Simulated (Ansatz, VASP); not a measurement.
BN in VASP and in Ansatz

```
CELL_PARAMETERS angstrom
0.00000 1.88484 1.81235
1.88484 0.00000 1.81235
1.88484 1.88484 0.00000
ATOMIC_POSITIONS crystal
B 0.00000 0.00000 0.00000
N 0.75000 0.75000 0.75000
```

Change from the starting cell: strain +0.040 along x and y, +0.000 along z, atoms carried along.

Alike in both runs: task single point; functional PBE; k mesh 12 × 12 × 12; occupations gaussian, width 0.05 eV; no spin polarisation.

|  | VASP | Ansatz |
| --- | --- | --- |
| version | VASP 6.6.1 | Ansatz 0.2.0 |
| potentials or method | VASP PAW PBE potentials, release 64 (B, N), cutoff 600 eV | scalar-relativistic, plane waves, PAW |
| valence electrons in the cell | 8 | 8 |

```csv
,VASP,Ansatz,Ansatz less VASP
gap on the k mesh at the Fermi level (eV),3.74,3.75,+0.010
least direct gap on the mesh (eV),8.01,8.02,+0.009
pressure (GPa),-25.4,-25.2,+0.22
"traceless stress, the component that is largest in VASP (GPa)",14.03,14.02,-0.014
```
